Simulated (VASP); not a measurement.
PbS (Galena):

```xyz
2
Lattice="0.0000 2.9657 2.9657 2.9657 0.0000 2.9657 2.9657 2.9657 0.0000" Properties=species:S:1:pos:R:3 pbc="T T T"
Pb    0.0000    0.0000    0.0000
S     2.9657    2.9657    2.9657
```

```yaml
Program: VASP 6.6.1
Task: relaxation of cell and atoms
Functional: PBEsol
Dispersion: D3(BJ)
Potentials_or_basis: VASP PAW PBE potentials, release 64 (Pb_d, S)
Cutoff: 600 eV
k_mesh: 8 × 8 × 8
Occupations: fermi-dirac, width 0.05 eV
Spin: no spin polarisation
```

At the start: pressure -2.9 GPa; volume 26.09 Å³/atom.

Task: How do energy, volume and symmetry change on relaxing?

Result: Over 3 steps the energy falls by 12.4 meV/atom and the volume is 24.79 Å³/atom (-5.0 %); space group Fm-3m (No. 225, to 0.05 Å).

Step by step:
```csv
step,energy change (eV),largest force (eV/Å),pressure (GPa),volume (Å³)
1,0.0000,0.0000,-2.93,52.17
2,-0.0212,0.0000,1.23,48.65
3,-0.0247,0.0000,0.01,49.57
```

Final structure:
```
Pb S
1.0
     0.00000    2.91568    2.91568
     2.91568    0.00000    2.91568
     2.91568    2.91568    0.00000
Pb S
1 1
Direct
  0.00000 0.00000 0.00000
  0.50000 0.50000 0.50000
```

Caveat: the PAW data sets were made with another functional, which shifts forces and pressure a little.
